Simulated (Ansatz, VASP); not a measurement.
## Ru: VASP beside Ansatz

```
Ru
1.0
     2.70239    0.00000    0.00000
    -1.35119    2.34033    0.00000
     0.00000    0.00000    4.26585
Ru
2
Cartesian
  1.3512 0.7801 3.1994
  0.0000 1.5602 1.0665
```

Alike in both runs: functional r2SCAN; k mesh 18 × 18 × 10; occupations gaussian, width 0.1 eV; no spin polarisation.

Ansatz relaxed the structure, and its values are those at the end. VASP's run is a single point on that final structure, the one shown.

```csv
,VASP,Ansatz
version,VASP 6.6.1,Ansatz 0.2.0
potentials or method,"VASP PAW PBE potentials, release 64 (Ru_pv), cutoff 520 eV","scalar-relativistic, plane waves, PAW"
valence electrons in the cell,28,32
```

Ansatz gave:

```
gap on the k mesh at the Fermi level (eV) : none
pressure (GPa)                            : 0.0
```

Question: Estimate VASP's values.

Answer: gap on the k mesh at the Fermi level (eV): none; pressure (GPa): 1.5.

VASP's potentials were made for PBE, not for r2SCAN. A gap of «none» marks a metal or a gap that the smearing closes. VASP's potentials hold 28 valence electrons a cell and Ansatz's 32, so a difference there can come from the potentials and not from the codes.
